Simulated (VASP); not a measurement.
## HfSiO4: single point with PBE

Crystal: HfSiO4.

```
CELL_PARAMETERS angstrom
3.20619 0.00000 0.00000
0.00000 3.20619 0.00000
0.00000 0.00000 6.21434
ATOMIC_POSITIONS crystal
Hf 0.50000 0.50000 0.50000
Si 0.00000 0.00000 0.00000
O 0.00000 0.00000 0.67962
O 0.00000 0.00000 0.32038
O 0.50000 0.00000 0.00000
O 0.00000 0.50000 0.00000
```

The cell was generated, and may not be a known phase.

* Program: VASP 6.6.1
* Task: single point
* Functional: PBE
* Potentials or basis: VASP PAW PBE potentials, release 64 (Hf_pv, Si, O)
* Cutoff: 520 eV
* k mesh: 12 × 12 × 6
* Occupations: gaussian, width 0.1 eV
* Spin: no spin polarisation

```
Pressure               : -0.7 GPa
Largest force          : 0.061 eV/Å
Band gap on the k mesh : zero (bands 19 and 20 overlap by 1.99 eV)
```

Forces in eV/Å, atoms in the order of the input:
```
Hf   0.000  0.000  0.000
Si   0.000  0.000  0.000
O    0.000  0.000 -0.061
O    0.000  0.000  0.061
O    0.000  0.000  0.000
O    0.000  0.000  0.000
```

Stress tensor (GPa, compression positive):
```
-0.84  0.00  0.00
 0.00 -0.84  0.00
 0.00  0.00 -0.53
```

Levels at points of the mesh, in eV from the Fermi level:
| k point | band 15 | band 16 | band 17 | band 18 | band 19 | band 20 | band 21 | band 22 | band 23 | band 24 |
| --- | --- | --- | --- | --- | --- | --- | --- | --- | --- | --- |
| (0.00, 0.00, 0.00) | -3.13 | -1.80 | -1.49 | -0.81 | -0.78 | -0.78 | 0.76 | 1.62 | 3.22 | 3.74 |
| (0.50, 0.00, 0.00) | -2.75 | -2.73 | -2.58 | -1.74 | -1.33 | 0.31 | 1.67 | 2.26 | 2.84 | 4.22 |
| (0.50, 0.50, 0.00) | -3.44 | -2.96 | -2.19 | -2.19 | 1.11 | 1.55 | 3.57 | 3.77 | 3.77 | 4.82 |
| (0.00, 0.00, 0.50) | -3.09 | -2.74 | -2.08 | -1.17 | -0.78 | -0.78 | 1.24 | 2.29 | 3.23 | 3.77 |
| (0.50, 0.00, 0.50) | -2.76 | -2.53 | -2.34 | -2.14 | -2.13 | 0.63 | 1.26 | 2.31 | 2.84 | 4.11 |
| (0.50, 0.50, 0.50) | -3.44 | -2.16 | -2.16 | -1.75 | 1.11 | 1.13 | 3.26 | 3.75 | 3.75 | 4.82 |

It took 86 s on 1 thread of AMD EPYC 9R45 96-Core Processor (Zen 5), with other jobs on the host, peak memory 0.27 GiB.

Caveat: spin-orbit coupling is left out, which moves the levels of the heavy elements.
